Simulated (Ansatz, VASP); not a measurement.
One calculation of Os, two programs

INCAR

```
  PREC = Accurate
  ENCUT = 520
  EDIFF = 1E-6
  ISMEAR = -1
  SIGMA = 0.05
  LREAL = F
  LASPH = T
  NELM = 60
  ALGO = Normal
  ISIF = 2
  LWAVE = F
  LCHARG = F
  GGA = PE
  NBANDS = 10
```

Contents of KPOINTS:

```
Automatic mesh
0
Gamma
  14 14 14
```

File POSCAR:

```
Os
1.0
    0.0000000000      1.9450000000      1.8866500000
    1.9450000000      0.0000000000      1.8866500000
    1.9450000000      1.9450000000      0.0000000000
Os
1
Direct
    0.0000000000      0.0000000000      0.0000000000
```

Input for Ansatz:

```yaml
crystal:
  lattice:
    - [0.0, 1.945, 1.88665]
    - [1.945, 0.0, 1.88665]
    - [1.945, 1.945, 0.0]
  atoms:
    - { symbol: Os, position: [0.0, 0.0, 0.0] }
kpoints:
  mp_grid: { grid: [14, 14, 14] }
  band_path:
    path:
      - [0.0, 0.0, 0.0]
      - [0.0, 0.5, 0.5]
      - [0.25, 0.75, 0.5]
      - [0.0, 0.5, 0.0]
      - [0.0, 0.0, 0.0]
      - [0.5, 0.5, 0.0]
      - [0.3828515251, 0.6171484749, 0.0]
      - [-0.3828515251, 0.3828515251, 0.0]
      - [0.0, 0.0, 0.0]
    npoints: 5
scf:
  occupations: { method: fermi_dirac, width: 0.05 }
hamiltonian:
  xc: pbe
  pseudopotentials: { kind: all_electron, lapw: { basis_error: 0.0005 } }
output:
  forces: true
  stress: true
  eigenvalues: true
```

Change from the starting cell: zz strain of -3 %.

Alike in both runs: task single point; functional PBE; k mesh 14 × 14 × 14; occupations fermi-dirac, width 0.05 eV; no spin polarisation.

|  | VASP | Ansatz |
| --- | --- | --- |
| version | VASP 6.6.1 | Ansatz 0.2.0 |
| potentials or method | VASP PAW PBE potentials, release 64 (Os), cutoff 520 eV | all-electron LAPW, scalar-relativistic |

VASP gave:

```
pressure (GPa)                                                : 1.9
traceless stress, the component that is largest in VASP (GPa) : 6.14
```

Problem. Which values does Ansatz return?

Solution. Pressure (GPa): 2.0; traceless stress, the component that is largest in VASP (GPa): 6.20.

Ansatz ran all-electron here, and VASP with PAW potentials.

Neither program's run includes spin-orbit coupling.
